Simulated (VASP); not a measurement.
# C (P-1) in VASP: single point with r2SCAN

Aim: the single point of C with r2SCAN.

Everything below comes from runs of VASP 6.6.1. Logs are shortened: lines on timing, memory, paths and dates and some standing lists are left out, and cuts for length are marked.

**1. The cell of the first run**

The typed cell holds 2 atoms: a = 3.777 Å, b = 3.771 Å, c = 3.780 Å, α = 37.96°, β = 37.93°, γ = 37.98°.

**2. Single point, r2SCAN**

POSCAR reads:

```
C
1.0
    1.2326817389      0.7030728119      3.5000186788
   -1.2235074229      0.7032141714      3.4967889947
    0.0047095789     -1.4236508139      3.5019018778
C
2
Direct
    0.3333709076      0.3333606437     -0.1666192969
    0.6666290924      0.6666393563      1.1666192969
```

INCAR.step1 reads:

```
ALGO = Normal ; EDIFF = 1E-4
ENCUT = 520 ; GGA = PE
ISMEAR = 0 ; LASPH = T
LCHARG = F ; LREAL = F
LWAVE = T ; NBANDS = 11
NELM = 100 ; PREC = Accurate
SIGMA = 0.05
```

INCAR.step2 reads:

```
ALGO = Normal ; EDIFF = 1E-6
ENCUT = 520 ; ISIF = 2
ISMEAR = 0 ; ISTART = 1
LASPH = T ; LCHARG = F
LMIXTAU = T ; LREAL = F
LWAVE = F ; METAGGA = R2SCAN
NBANDS = 11 ; NELM = 100
PREC = Accurate ; SIGMA = 0.05
```

KPOINTS reads:

```
k-points
0
Gamma
  12 12 12
```

Potentials or basis: VASP PAW PBE potentials, release 64 (C).

Command:

```console
cat potpaw_PBE.64/C/POTCAR > POTCAR
cp INCAR.step1 INCAR
mpirun -np 1 vasp_std > vasp.out
cp INCAR.step2 INCAR
mpirun -np 1 vasp_std > vasp.out
```

OUTCAR:

```text
EDIFF = 1E-6
   ENCUT = 520
   ISIF = 2
   ISMEAR = 0
   ISTART = 1
   LASPH = T
   LREAL = F
   METAGGA = R2SCAN
   NELM = 100
   PREC = Accurate

 ion  position               nearest neighbor table
   1  0.333  0.333  0.833-   2 1.42   2 1.42   2 1.42
   2  0.667  0.667  0.167-   1 1.42   1 1.42   1 1.42

  LATTYP: Found a triclinic cell.
 ALAT       =     2.4560329417
 B/A-ratio  =     1.8376056126
 C/A-ratio  =     0.9998984333
 COS(alpha) =     0.0011456834
 COS(beta)  =     0.4998847351
 COS(gamma) =     0.5474842148

  Lattice vectors:

 A1 = (   1.2282170018,  -2.1268649853,   0.0051128831)
 A2 = (   2.4608987407,  -1.4237921734,   3.5051315619)
 A3 = (  -1.2279721600,  -2.1267236258,   0.0018831990)

Analysis of symmetry for initial positions (statically):
=====================================================================
 Subroutine PRICEL returns:
 Original cell was already a primitive cell.

 Routine SETGRP: Setting up the symmetry group for a
 triclinic supercell.

 Subroutine GETGRP returns: Found  2 space group operations
 (whereof  2 operations were pure point group operations)
 out of a pool of  2 trial point group operations.

The static configuration has the point symmetry S_2 .

Analysis of symmetry for dynamics (positions and initial velocities):
=====================================================================
 Subroutine PRICEL returns:
 Original cell was already a primitive cell.

 Routine SETGRP: Setting up the symmetry group for a
 triclinic supercell.

 Subroutine GETGRP returns: Found  2 space group operations
 (whereof  2 operations were pure point group operations)
 out of a pool of  2 trial point group operations.

The dynamic configuration has the point symmetry S_2 .

 Subroutine INISYM returns: Found  2 space group operations
 (whereof  2 operations are pure point group operations),
 and found     1 'primitive' translations

----------------------------------------------------------------------------------------

                                     Primitive cell

  volume of cell :      18.2810

  direct lattice vectors                    reciprocal lattice vectors
     1.232681739  0.703072812  3.500018679     0.407023257  0.235275453  0.095100661
    -1.223507423  0.703214171  3.496788995    -0.407247693  0.235230354  0.096177409
     0.004709579 -1.423650814  3.501901878    -0.000151275 -0.470035841  0.094472609

  length of vectors
[... 90 lines left out ...]
   POTIM  = 0.5000    time-step for ionic-motion
   TEBEG  =    0.0;   TEEND  =   0.0 temperature during run
   PSTRESS=    0.0 pullay stress
   NELECT =       8.0000    total number of electrons
   NUPDOWN=      -1.0000    fix difference up-down
   EMIN   =  10.00;   EMAX   =-10.00  energy-range for DOS
   EFERMI =   0.00;   METHOD = LEGACY
   ISMEAR =     0;   SIGMA  =   0.05  broadening in eV -4-tet -1-fermi 0-gaus
   EFERMI_NEDOS =   21; number of points for ismear=-14 and -15
   IALGO  =     38    algorithm
   IMIX   =      4    mixing-type and parameters
     AMIX     =   0.40;   BMIX     =  1.00
     AMIX_MAG =   1.60;   BMIX_MAG =  1.00
  volume/ion in A,a.u.               =       9.14        61.68
  Fermi-wavevector in a.u.,A,eV,Ry     =   1.242906  2.348751 21.018476  1.544814
  Thomas-Fermi vector in A             =   2.377240
   LORBIT       =      0    0 simple, 1 ext, 2 COOP (PROOUT), +10 PAW based schemes
   METAGGA = R2SCAN    functional components
   LHFCALC =     F    Hartree Fock is set to
   AEXX    =    0.0000 exact exchange contribution
   IVDW    =     0    specifies the selected vdW correction
   LEPSILON=     F    determine dielectric tensor
   LRPA    =     F    only Hartree local field effects (RPA)
 non-spin polarized calculation
 Gauss-broadening in eV      SIGMA  =   0.05
  energy-cutoff  :      520.00
  volume of cell :       18.28
 maximum number of plane-waves:       505
   NGX = 13   NGY = 13   NGZ = 13

 number of electron       8.0000000 magnetization

 Free energy of the ion-electron system (eV)
  ---------------------------------------------------
  ext. energy  EPLUGINS =         0.00000000
  ---------------------------------------------------
  free energy    TOTEN  =       -19.87432625 eV

  energy without entropy =      -19.87432625  energy(sigma->0) =      -19.87432625

 E-fermi :   4.2678     XC(G=0): -10.8425

 val. band max:        4.0672416156   @ k =  -0.3333   0.0000   0.3333
 cond. band min:       4.5950421705   @ k =  -0.3333   0.3333   0.0000
 fundamental gap:      0.5278005548
 Fermi energy:         4.2677649517

 k-point     1 :       0.0000    0.0000    0.0000
  band No.  band energies     occupation
      1     -16.6198      2.00000
      2      -2.9362      2.00000
      3       1.1216      2.00000
      4       1.1236      2.00000
      5       8.3963      0.00000
      6      13.0771      0.00000
      7      13.0781      0.00000
      8      16.7645      0.00000
      9      17.6642      0.00000
     10      28.4017      0.00000
     11      29.7949      0.00000
[... 309 lines left out ...]
 k-point    24 :       0.3333    0.1667    0.0000
  band No.  band energies     occupation
      1     -14.4909      2.00000
      2      -3.9715      2.00000
      3      -2.4815      2.00000
      4      -1.0066      2.00000
      5      11.1284      0.00000
      6      12.0029      0.00000
      7      15.0148      0.00000
      8      16.5544      0.00000
      9      21.7674      0.00000
     10      22.9950      0.00000
     11      28.5242      0.00000

 [... further k-points ...]

------------------------ aborting loop because EDIFF is reached ----------------------------------------

  FORCE on cell =-STRESS in cart. coord.  units (eV):
  Direction    XX          YY          ZZ          XY          YZ          ZX
  --------------------------------------------------------------------------------------
  -------------------------------------------------------------------------------------
  Total        0.1111233      0.1250239     -0.0119659      0.0053585      0.0011350     -0.0009594
  in kB        9.7390322     10.9573028     -1.0487124      0.4696293      0.0994765     -0.0840832
  external PRESSURE =       6.5492075 kB  Pullay stress =       0.0000000 kB

 VOLUME and BASIS-vectors are now :
 -----------------------------------------------------------------------------
  energy-cutoff  :      520.00
  volume of cell :       18.28
      direct lattice vectors                 reciprocal lattice vectors
     1.232681739  0.703072812  3.500018679     0.407023257  0.235275453  0.095100661
    -1.223507423  0.703214171  3.496788995    -0.407247693  0.235230354  0.096177409
     0.004709579 -1.423650814  3.501901878    -0.000151275 -0.470035841  0.094472609

 POSITION                                       TOTAL-FORCE (eV/Angst)
 -----------------------------------------------------------------------------------
      0.00700     -0.71764      5.25091        -0.000271      0.000853      0.000594
      0.00689      0.70027      5.24780         0.000271     -0.000853     -0.000594
 -----------------------------------------------------------------------------------
    total drift:                                0.000000      0.000000     -0.000000

  FREE ENERGIE OF THE ION-ELECTRON SYSTEM (eV)
  ---------------------------------------------------
  free  energy   TOTEN  =       -19.8743262472 eV

  energy  without entropy=      -19.8743262472  energy(sigma->0) =      -19.87432625
```

OSZICAR.step1:

```text
N       E                     dE             d eps       ncg     rms          rms(c)
DAV:   1     0.711047804086E+01    0.71105E+01   -0.45157E+03 19587   0.660E+02
DAV:   2    -0.190385434328E+02   -0.26149E+02   -0.24751E+02 25482   0.133E+02
DAV:   3    -0.196683618760E+02   -0.62982E+00   -0.62846E+00 24412   0.174E+01
DAV:   4    -0.196707590118E+02   -0.23971E-02   -0.23969E-02 22296   0.131E+00
DAV:   5    -0.196707689704E+02   -0.99586E-05   -0.99587E-05 24537   0.780E-02    0.641E+00
DAV:   6    -0.187286661937E+02    0.94210E+00   -0.78738E-01 22456   0.516E+00    0.374E+00
DAV:   7    -0.184269590550E+02    0.30171E+00   -0.91050E-01 23185   0.558E+00    0.106E+00
DAV:   8    -0.184311978569E+02   -0.42388E-02   -0.22767E-02 21268   0.949E-01    0.129E-01
DAV:   9    -0.184309595012E+02    0.23836E-03   -0.64810E-04 23329   0.164E-01    0.606E-02
DAV:  10    -0.184310479562E+02   -0.88455E-04   -0.18598E-04 21270   0.944E-02
   1 F= -.18431048E+02 E0= -.18431048E+02  d E =-.230065E-11
```

Run time: 15 min. Hardware: 1 thread of AMD EPYC 7R43 (Zen 3), shared host; peak memory 0.22 GiB.

Results:

| Item | Value |
| --- | --- |
| Free energy | -19.8743 eV |
| Pressure | 0.7 GPa |

Caveat: the PAW data sets were made with another functional, which shifts forces and pressure a little.
